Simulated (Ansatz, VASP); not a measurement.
## One calculation of SnTe, two programs

```
Sn Te
1.0
     4.38481    0.00000    0.00000
    -2.19240    3.79735    0.00000
     0.00000    0.00000    8.00242
Sn Te
2 2
Direct
  0.00000 0.00000 0.00000
  0.33333 0.66667 0.50000
  0.66667 0.33333 0.25000
  0.66667 0.33333 0.75000
```

Alike in both runs: functional PBE; k mesh 12 × 12 × 6; occupations gaussian, width 0.01 eV; no spin polarisation.

Ansatz relaxed the structure, and its values are those at the end. VASP's run is a single point on that final structure, the one shown.

|  | VASP | Ansatz |
| --- | --- | --- |
| version | VASP 6.6.1 | Ansatz 0.2.0 |
| potentials or method | VASP PAW PBE potentials, release 64 (Sn_d, Te), cutoff 520 eV | scalar-relativistic, plane waves, PAW |
| valence electrons in the cell | 40 | 60 |

|  | VASP | Ansatz | Ansatz less VASP |
| --- | --- | --- | --- |
| gap on the k mesh at the Fermi level (eV) | none | none | - |
| pressure (GPa) | 0.0 | 0.0 | +0.03 |

A gap of «none» marks a metal or a gap that the smearing closes. VASP's potentials hold 40 valence electrons a cell and Ansatz's 60, so a difference there can come from the potentials and not from the codes.

Spin-orbit coupling is off throughout.
